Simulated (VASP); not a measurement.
Set up this calculation in VASP 6.6.1, as the native input.

```yaml
Task: relaxation of cell and atoms
Functional: PBE
Potentials_or_basis: VASP PAW PBE potentials, release 64 (B, P)
Cutoff: 600 eV
k_mesh: 12 × 12 × 4
Occupations: gaussian, width 0.1 eV
Spin: no spin polarisation
Dipole_correction: no
Further_INCAR_settings: ALGO = Normal; EDIFF = 1e-06; IBRION = 2; EDIFFG = -0.01; NSW = 100; ISIF = 3
```

The structure of BP2 lies in POSCAR:

```
BP2
1.0
    3.1133510650      0.0000000000      0.0000000000
    0.0000000000      3.1133510650      0.0000000000
    0.0000000000      0.0000000000      9.3403910727
B P
2 4
Direct
    0.0000000000      0.5000000000      0.5859553003
    0.5000000000      0.0000000000      0.4140446997
    0.5000000000      0.5000000000      0.0000000000
    0.0000000000      0.0000000000      0.0000000000
    0.5000000000      0.0000000000      0.6261048658
    0.0000000000      0.5000000000      0.3738951342
```

These files were run (other wordings do the same):

INCAR

```
ALGO = Normal ; EDIFF = 1E-6
EDIFFG = -0.01 ; ENCUT = 600
GGA = PE ; IBRION = 2
ISIF = 3 ; ISMEAR = 0
LASPH = True ; LCHARG = False
LREAL = False ; LWAVE = False
NELM = 100 ; NSW = 100
PREC = Accurate ; SIGMA = 0.1
```

KPOINTS

```
k-points
0
Gamma
  12 12 4
```

Potentials or basis: VASP PAW PBE potentials, release 64 (B, P).

Run with:

```sh
$ cat potpaw_PBE.64/B/POTCAR potpaw_PBE.64/P/POTCAR > POTCAR
$ mpirun -np 1 vasp_std > vasp.out
```

It gave:

```json
{"Relaxed volume": "15.10 Å³/atom", "Relaxed cell": "a = 3.117 Å, b = 3.117 Å, c = 9.326 Å, α = 90.00°, β = 90.00°, γ = 90.00°", "Space group after relaxing (to 0.05 Å)": "P4/nmm (No. 129)", "Energy gained by relaxing": "4.0 meV/atom", "Ionic steps": "14", "Pressure after relaxing": "0.0 GPa", "Largest force after relaxing": "0.007 eV/Å", "Band gap on the k mesh": "zero (band 13 reaches 8.10 eV, above the bottom of band 14 at 4.35 eV)"}
```

Caveat: this functional lacks dispersion, which binds the layers, so the pressure and a relaxed spacing across them are unreliable.

Wall time 10 min on 1 thread of Intel(R) Xeon(R) Platinum 8488C (Sapphire Rapids) (shared host), peak memory 0.33 GiB.
